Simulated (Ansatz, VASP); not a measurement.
One calculation of Sn, two programs

Contents of POSCAR:

```
Sn
1.0
   -1.8946518192      1.8946518192      1.8946518192
    1.8946518192     -1.8946518192      1.8946518192
    1.8946518192      1.8946518192     -1.8946518192
Sn
1
Direct
    0.0000000000      0.0000000000      0.0000000000
```

INCAR.step1

```
SYSTEM = Sn
  ALGO = Normal
  EDIFF = 1E-5
  ENCUT = 550
  GGA = PE
  GGA_COMPAT = .FALSE.
  ISMEAR = 0
  LASPH = .TRUE.
  LCHARG = .FALSE.
  LREAL = .FALSE.
  LWAVE = .TRUE.
  NBANDS = 13
  NELM = 120
  PREC = Accurate
  SIGMA = 0.1
```

File INCAR.step2:

```
SYSTEM = Sn
  ALGO = Normal
  EDIFF = 1E-6
  ENCUT = 550
  GGA_COMPAT = .FALSE.
  ISIF = 2
  ISMEAR = 0
  ISTART = 1
  LASPH = .TRUE.
  LCHARG = .FALSE.
  LMIXTAU = .TRUE.
  LREAL = .FALSE.
  LWAVE = .FALSE.
  METAGGA = R2SCAN
  NBANDS = 13
  NELM = 120
  PREC = Accurate
  SIGMA = 0.1
```

The input KPOINTS:

```
k-points
0
G
  6 6 6
  0 0 0
```

Input for Ansatz:

```yaml
crystal:
  lattice:
    - [-1.8946518192, 1.8946518192, 1.8946518192]
    - [1.8946518192, -1.8946518192, 1.8946518192]
    - [1.8946518192, 1.8946518192, -1.8946518192]
  atoms:
    - { symbol: Sn, position: [0.0, 0.0, 0.0] }
basis:
  ecutwfc: 500
kpoints:
  mp_grid: { grid: [6, 6, 6] }
hamiltonian:
  xc: r2scan
scf:
  occupations: { method: gaussian, width: 0.1 }
output:
  forces: true
  stress: true
  eigenvalues: true
```

Alike in both runs: task single point; functional r2SCAN; k mesh 6 × 6 × 6; occupations gaussian, width 0.1 eV; no spin polarisation.

```csv
,VASP,Ansatz
version,VASP 6.6.1,Ansatz 0.2.0
potentials or method,"VASP PAW PBE potentials, release 64 (Sn_d), cutoff 550 eV","scalar-relativistic, plane waves, PAW"
valence electrons in the cell,14,14
```

|  | VASP | Ansatz | Ansatz less VASP |
| --- | --- | --- | --- |
| gap on the k mesh at the Fermi level (eV) | none | none | - |
| pressure (GPa) | -0.4 | -0.4 | 0.00 |

VASP's potentials were made for PBE, not for r2SCAN. A gap of «none» marks a metal or a gap that the smearing closes.

The k mesh is coarse, so the values compare programs but aren't converged.
